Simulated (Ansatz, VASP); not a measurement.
## Bi in VASP and in Ansatz

```
Bi
1.0
     3.23838    0.00000    0.00000
     0.00000    3.22164    0.00000
    -0.08045    0.00000    6.44389
Bi
2
Cartesian
  1.7022 0.0000 4.8302
  1.4558 0.0000 1.6137
```

Alike in both runs: task relaxation of cell and atoms; functional PBEsol; dispersion D4; k mesh 8 × 8 × 4; occupations fermi-dirac, width 0.05 eV; no spin polarisation.

|  | VASP | Ansatz |
| --- | --- | --- |
| version | VASP 6.6.1 | Ansatz 0.2.0 |
| potentials or method | VASP PAW PBE potentials, release 64 (Bi_d) | Ansatz PAW |
| plane-wave cutoff (eV) | 600 | 420 |
| valence electrons in the cell | 30 | 30 |

Ansatz gave:

```
gap on the k mesh at the Fermi level, each at its own relaxed structure (eV)  : none
relaxed volume (Å³/atom)                                                      : 31.53
relaxed length of the cell vector where the two differ most in proportion (Å) : 5.952
```

**Question.** Estimate VASP's values.

**Answer.** gap on the k mesh at the Fermi level, each at its own relaxed structure (eV): none; relaxed volume (Å³/atom): 32.42; relaxed length of the cell vector where the two differ most in proportion (Å): 6.344.

VASP's potentials were made for PBE, not for PBEsol. A gap of «none» marks a metal or a gap that the smearing closes.

Neither program's run includes spin-orbit coupling. Noted on Ansatz's run: the plane-wave basis is chosen anew once the cell has moved, so the energies of steps on either side of that aren't comparable.
